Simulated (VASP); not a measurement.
# WSe2 (P6_3/mmc) in VASP: a series of runs, part 2 of 2

VASP 6.6.1. Earlier steps stand in the parts before.

### Step 3. Single point, r2SCAN+rVV10

The input, POSCAR:

```
WSe2
1.0
    3.2998001323      0.0000000000      0.0000000000
   -1.6499000661      2.8577107419      0.0000000000
    0.0000000000      0.0000000000     13.1529359068
W Se
2 4
Direct
    0.6666666667      0.3333333333      0.7500000000
    0.3333333333      0.6666666667      0.2500000000
    0.3333333333      0.6666666667      0.8765972414
    0.6666666667      0.3333333333      0.3765972414
    0.3333333333      0.6666666667      0.6234027586
    0.6666666667      0.3333333333      0.1234027586
```

The input, INCAR.step1:

```
SYSTEM = WSe2
ALGO     = Normal         ! electronic algorithm
EDIFF    = 1E-4           ! SCF threshold, eV
ENCUT    = 520            ! plane-wave cutoff, eV
GGA      = PE             ! functional
ISMEAR   = -1             ! smearing method
LASPH    = .TRUE.         ! aspherical terms in the spheres
LCHARG   = .FALSE.        ! write CHGCAR
LREAL    = .FALSE.        ! projectors in reciprocal space
LWAVE    = .TRUE.         ! write WAVECAR
NBANDS   = 35             ! bands
NELM     = 60             ! most SCF steps
PREC     = Accurate       ! precision mode
SIGMA    = 0.03           ! smearing width, eV
```

The input, INCAR.step2:

```
SYSTEM = WSe2
ALGO     = Normal         ! electronic algorithm
BPARAM   = 11.95        
CPARAM   = 0.0093       
EDIFF    = 1E-6           ! SCF threshold, eV
ENCUT    = 520            ! plane-wave cutoff, eV
ISIF     = 2              ! what is computed and relaxed
ISMEAR   = -1             ! smearing method
ISTART   = 1            
IVDW_NL  = 2            
LASPH    = .TRUE.         ! aspherical terms in the spheres
LCHARG   = .FALSE.        ! write CHGCAR
LMIXTAU  = .TRUE.       
LREAL    = .FALSE.        ! projectors in reciprocal space
LUSE_VDW = .TRUE.       
LWAVE    = .FALSE.        ! write WAVECAR
METAGGA  = R2SCAN         ! meta-GGA
NBANDS   = 35             ! bands
NELM     = 60             ! most SCF steps
PREC     = Accurate       ! precision mode
SIGMA    = 0.03           ! smearing width, eV
```

The input, KPOINTS:

```
k-points
0
G
  12 12 2
  0 0 0
```

Potentials or basis: VASP PAW PBE potentials, release 64 (W_sv, Se).

The run is started by

```console
$ cat potpaw_PBE.64/W_sv/POTCAR potpaw_PBE.64/Se/POTCAR > POTCAR
$ cp INCAR.step1 INCAR
$ mpirun -np 1 vasp_std > vasp.out
$ cp INCAR.step2 INCAR
$ mpirun -np 1 vasp_std > vasp.out
```

OUTCAR:

```text
SYSTEM = WSe2
   BPARAM = 11.95
   EDIFF = 1E-6
   ENCUT = 520
   ISIF = 2
   ISMEAR = -1
   ISTART = 1
   IVDW_NL = 2
   LASPH = .TRUE.
   LREAL = .FALSE.
   METAGGA = R2SCAN
   NELM = 60
   PREC = Accurate

 ion  position               nearest neighbor table
   1  0.667  0.333  0.750-   3 2.53   5 2.53   3 2.53   5 2.53   3 2.53   5 2.53
   2  0.333  0.667  0.250-   4 2.53   6 2.53   4 2.53   6 2.53   4 2.53   6 2.53
   3  0.333  0.667  0.877-   1 2.53   1 2.53   1 2.53
   4  0.667  0.333  0.377-   2 2.53   2 2.53   2 2.53
   5  0.333  0.667  0.623-   1 2.53   1 2.53   1 2.53
   6  0.667  0.333  0.123-   2 2.53   2 2.53   2 2.53

  LATTYP: Found a hexagonal cell.
 ALAT       =     3.2998001323
 C/A-ratio  =     3.9859795683

  Lattice vectors:

 A1 = (   3.2998001323,   0.0000000000,   0.0000000000)
 A2 = (  -1.6499000661,   2.8577107419,   0.0000000000)
 A3 = (   0.0000000000,   0.0000000000,  13.1529359068)

Analysis of symmetry for initial positions (statically):
=====================================================================
 Subroutine PRICEL returns:
 Original cell was already a primitive cell.

 Routine SETGRP: Setting up the symmetry group for a
 hexagonal supercell.

 Subroutine GETGRP returns: Found 24 space group operations
 (whereof 12 operations were pure point group operations)
 out of a pool of 24 trial point group operations.

The static configuration has the point symmetry D_3d.
 The point group associated with its full space group is D_6h.

Analysis of symmetry for dynamics (positions and initial velocities):
=====================================================================
 Subroutine PRICEL returns:
 Original cell was already a primitive cell.

 Routine SETGRP: Setting up the symmetry group for a
 hexagonal supercell.

 Subroutine GETGRP returns: Found 24 space group operations
 (whereof 12 operations were pure point group operations)
 out of a pool of 24 trial point group operations.

The dynamic configuration has the point symmetry D_3d.
 The point group associated with its full space group is D_6h.

 Subroutine INISYM returns: Found 24 space group operations
 (whereof 12 operations are pure point group operations),
 and found     1 'primitive' translations

----------------------------------------------------------------------------------------

                                     Primitive cell

  volume of cell :     124.0305

  direct lattice vectors                    reciprocal lattice vectors
     3.299800132  0.000000000  0.000000000     0.303048657  0.174965224  0.000000000
    -1.649900066  2.857710742  0.000000000     0.000000000  0.349930448  0.000000000
     0.000000000  0.000000000 13.152935907     0.000000000  0.000000000  0.076028653

  length of vectors
     3.299800132  3.299800132 13.152935907     0.349930448  0.349930448  0.076028653

  position of ions in fractional coordinates (direct lattice)
     0.666666667  0.333333333  0.750000000
     0.333333333  0.666666667  0.250000000
     0.333333333  0.666666667  0.876597241
     0.666666667  0.333333333  0.376597241
     0.333333333  0.666666667  0.623402759
     0.666666667  0.333333333  0.123402759

  ion indices of the primitive-cell ions
   primitive index   ion index
[... 35 lines left out ...]
  0.000000  0.000000  0.000000      1.000000
  0.083333 -0.000000  0.000000      6.000000
  0.166667 -0.000000  0.000000      6.000000
  0.250000 -0.000000  0.000000      6.000000
  0.333333 -0.000000  0.000000      6.000000
  0.416667 -0.000000  0.000000      6.000000
[... 16 lines left out ...]
  0.250000 -0.000000  0.500000      6.000000
  0.333333 -0.000000  0.500000      6.000000
 [... further k-points ...]
   k-points           NKPTS =     38   k-points in BZ     NKDIM =     38   number of bands    NBANDS=     35
   number of dos      NEDOS =    301   number of ions     NIONS =      6
   total plane-waves  NPLWV =  76832
   dimension x,y,z NGX =    28 NGY =   28 NGZ =   98
   dimension x,y,z NGXF=    56 NGYF=   56 NGZF=  196
   ions per type =               2   4
   NGX,Y,Z   is equivalent  to a cutoff of  14.11, 14.11, 12.39 a.u.
   NGXF,Y,Z  is equivalent  to a cutoff of  28.21, 28.21, 24.77 a.u.
 SYSTEM =  WSe2
   PREC   = accura    normal or accurate (medium, high low for compatibility)
   ISTART =      1    job   : 0-new  1-cont  2-samecut
   ICHARG =      0    charge: 1-file 2-atom 10-const
   ISPIN  =      1    spin polarized calculation?
   LNONCOLLINEAR =      F non collinear calculations
   LSORBIT =      F    spin-orbit coupling
   LASPH  =      T    aspherical Exc in radial PAW
   ENCUT  =  520.0 eV  38.22 Ry    6.18 a.u.   6.14  6.14 24.46*2*pi/ulx,y,z
   NELM   =     60;   NELMIN=  2; NELMDL=  0     # of ELM steps
   EDIFF  = 0.1E-05   stopping-criterion for ELM
   LREAL  =      F    real-space projection
   EDIFFG = 0.1E-04   stopping-criterion for IOM
   NSW    =      0    number of steps for IOM
   IBRION =     -1    ionic relax: 0-MD 1-quasi-New 2-CG
   NFREE  =      0    steps in history (QN), initial steepest desc. (CG)
   ISIF   =      2    stress and relaxation
   ISYM   =      2    0-nonsym 1-usesym 2-fastsym
   POTIM  = 0.5000    time-step for ionic-motion
   TEBEG  =    0.0;   TEEND  =   0.0 temperature during run
   PSTRESS=    0.0 pullay stress
   NELECT =      52.0000    total number of electrons
   NUPDOWN=      -1.0000    fix difference up-down
   EMIN   =  10.00;   EMAX   =-10.00  energy-range for DOS
   EFERMI =   0.00;   METHOD = LEGACY
   ISMEAR =    -1;   SIGMA  =   0.03  broadening in eV -4-tet -1-fermi 0-gaus
   EFERMI_NEDOS =   21; number of points for ismear=-14 and -15
   IALGO  =     38    algorithm
   IMIX   =      4    mixing-type and parameters
     AMIX     =   0.40;   BMIX     =  1.00
     AMIX_MAG =   1.60;   BMIX_MAG =  1.00
  volume/ion in A,a.u.               =      20.67       139.50
  Fermi-wavevector in a.u.,A,eV,Ry     =   1.225274  2.315431 20.426364  1.501295
  Thomas-Fermi vector in A             =   2.360318
   LORBIT       =      0    0 simple, 1 ext, 2 COOP (PROOUT), +10 PAW based schemes
   METAGGA = R2SCAN    functional components
   LHFCALC =     F    Hartree Fock is set to
   AEXX    =    0.0000 exact exchange contribution
   IVDW_NL    =     2    kernel type
   BPARAM     =11.9500
   IVDW    =     0    specifies the selected vdW correction
   LEPSILON=     F    determine dielectric tensor
   LRPA    =     F    only Hartree local field effects (RPA)
 non-spin polarized calculation
  energy-cutoff  :      520.00
  volume of cell :      124.03
 maximum number of plane-waves:      3378
 NGX is ok and might be reduce to    28
   NGX = 13   NGY = 13   NGZ = 49

 number of electron      51.9999996 magnetization

 Free energy of the ion-electron system (eV)
  ---------------------------------------------------
  ext. energy  EPLUGINS =         0.00000000
  ---------------------------------------------------
  free energy    TOTEN  =      -162.55917274 eV

  energy without entropy =     -162.55917274  energy(sigma->0) =     -162.55917274

 E-fermi :   6.4089     XC(G=0): -11.3163

 val. band max:        5.8533418926   @ k =   0.0000   0.0000   0.0000
 cond. band min:       6.9932172293   @ k =   0.1667   0.1667   0.0000
 fundamental gap:      1.1398753367
 Fermi energy:         6.4088899867

 k-point     1 :       0.0000    0.0000    0.0000
  band No.  band energies     occupation
      1     -70.4484      2.00000
      2     -70.4484      2.00000
      3     -34.0399      2.00000
      4     -34.0398      2.00000
      5     -33.9216      2.00000
      6     -33.9216      2.00000
[... 901 lines left out ...]
     34       9.9753      0.00000
     35      11.8875      0.00000

 [... further k-points ...]

------------------------ aborting loop because EDIFF is reached ----------------------------------------

  FORCE on cell =-STRESS in cart. coord.  units (eV):
  Direction    XX          YY          ZZ          XY          YZ          ZX
  --------------------------------------------------------------------------------------
  -------------------------------------------------------------------------------------
  Total        0.5327320      0.5327320      0.5852888      0.0000000      0.0000000      0.0000000
  in kB        6.8816208      6.8816208      7.5605287      0.0000000      0.0000000      0.0000000
  external PRESSURE =       7.1079234 kB  Pullay stress =       0.0000000 kB

 VOLUME and BASIS-vectors are now :
 -----------------------------------------------------------------------------
  energy-cutoff  :      520.00
  volume of cell :      124.03
      direct lattice vectors                 reciprocal lattice vectors
     3.299800132  0.000000000  0.000000000     0.303048657  0.174965224  0.000000000
    -1.649900066  2.857710742  0.000000000     0.000000000  0.349930448  0.000000000
     0.000000000  0.000000000 13.152935907     0.000000000  0.000000000  0.076028653

 POSITION                                       TOTAL-FORCE (eV/Angst)
 -----------------------------------------------------------------------------------
      1.64990      0.95257      9.86470         0.000000     -0.000000      0.000000
     -0.00000      1.90514      3.28823        -0.000000      0.000000      0.000000
     -0.00000      1.90514     11.52983         0.000000     -0.000000      0.080516
      1.64990      0.95257      4.95336         0.000000     -0.000000      0.080516
     -0.00000      1.90514      8.19958         0.000000      0.000000     -0.080516
      1.64990      0.95257      1.62311        -0.000000      0.000000     -0.080516
 -----------------------------------------------------------------------------------
    total drift:                               -0.000000      0.000000     -0.000000

  FREE ENERGIE OF THE ION-ELECTRON SYSTEM (eV)
  ---------------------------------------------------
  free  energy   TOTEN  =      -162.5591727391 eV

  energy  without entropy=     -162.5591727389  energy(sigma->0) =     -162.55917274
```

It took 8.1 min on 1 thread of Intel Xeon Platinum 8488C (Sapphire Rapids), shared host; peak memory 0.64 GiB.

What came out:

| Quantity | Value |
| --- | --- |
| Free energy | -162.5592 eV |
| Pressure | 0.7 GPa |
| Largest force | 0.081 eV/Å |
| Band gap on the k mesh | 1.14 eV (least direct gap 1.61 eV) |

Forces on the atoms (eV/Å):
```
W    0.000  0.000  0.000
W    0.000  0.000  0.000
Se   0.000  0.000  0.081
Se   0.000  0.000  0.081
Se   0.000  0.000 -0.081
Se   0.000  0.000 -0.081
```

Levels at points of the mesh, in eV from the valence-band top:
| k point | band 23 | band 24 | band 25 | band 26 | band 27 | band 28 | band 29 | band 30 |
| --- | --- | --- | --- | --- | --- | --- | --- | --- |
| (0.00, 0.00, 0.00) | -1.66 | -1.29 | -1.06 | 0.00 | 2.76 | 2.76 | 2.80 | 2.80 |
| (0.50, 0.00, 0.00) | -1.51 | -1.48 | -1.34 | -1.31 | 2.21 | 2.25 | 2.45 | 2.73 |
| (0.00, 0.00, 0.50) | -1.68 | -1.68 | -0.25 | -0.25 | 2.77 | 2.77 | 2.77 | 2.77 |
| (0.50, 0.00, 0.50) | -1.41 | -1.41 | -1.40 | -1.40 | 2.23 | 2.23 | 2.61 | 2.61 |

Caveat: the PAW data sets were made with another functional, which shifts forces and pressure a little; spin-orbit coupling is left out, which moves the levels of the heavy elements. A k mesh can miss the band edges.
